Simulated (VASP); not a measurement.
A run of VASP 6.6.1 is set up as follows.

Contents of INCAR:

```
PREC     = Accurate       # precision mode
ENCUT    = 520            # plane-wave cutoff, eV
EDIFF    = 1E-6           # SCF threshold, eV
ISMEAR   = 0              # smearing method
SIGMA    = 0.01           # smearing width, eV
LREAL    = False          # projectors in reciprocal space
LASPH    = True           # aspherical terms in the spheres
NELM     = 100            # most SCF steps
ALGO     = Normal         # electronic algorithm
ISIF     = 2              # what is computed and relaxed
LWAVE    = False          # write WAVECAR
LCHARG   = False          # write CHGCAR
GGA      = PE             # functional
NBANDS   = 17             # bands
```

The input KPOINTS:

```
Automatic mesh
0
Gamma
  4 4 4
```

File POSCAR:

```
PbS
1.0
    0.0000000000      3.0171050030      2.9795134131
    3.0171050030      0.0000000000      2.9795134131
    3.0171050030      3.0171050030      0.0000000000
Pb S
1 1
Direct
    0.0000000000      0.0000000000      0.0000000000
    0.5000000000      0.5000000000      0.5000000000
```

Potentials or basis: VASP PAW PBE potentials, release 64 (Pb_d, S).

The run is started by

```bash
$ cat potpaw_PBE.64/Pb_d/POTCAR potpaw_PBE.64/S/POTCAR > POTCAR
$ mpirun -np 1 vasp_std > vasp.out
```

**Question.** Estimate the pressure.

**Answer.** 0.0 GPa.

**Question.** Estimate the band gap on the k mesh.

**Answer.** 0.49 eV.

Stress tensor (GPa, compression positive):
```
-0.48  0.00  0.00
 0.00 -0.48  0.00
 0.00  0.00  1.03
```

Caveat: the k points lie up to 0.45 Å⁻¹ apart; the cell differs from its parent crystal (epitaxial xy strain +1.0%); spin-orbit coupling is left out, which moves the levels of the heavy elements. A k mesh can miss the band edges.
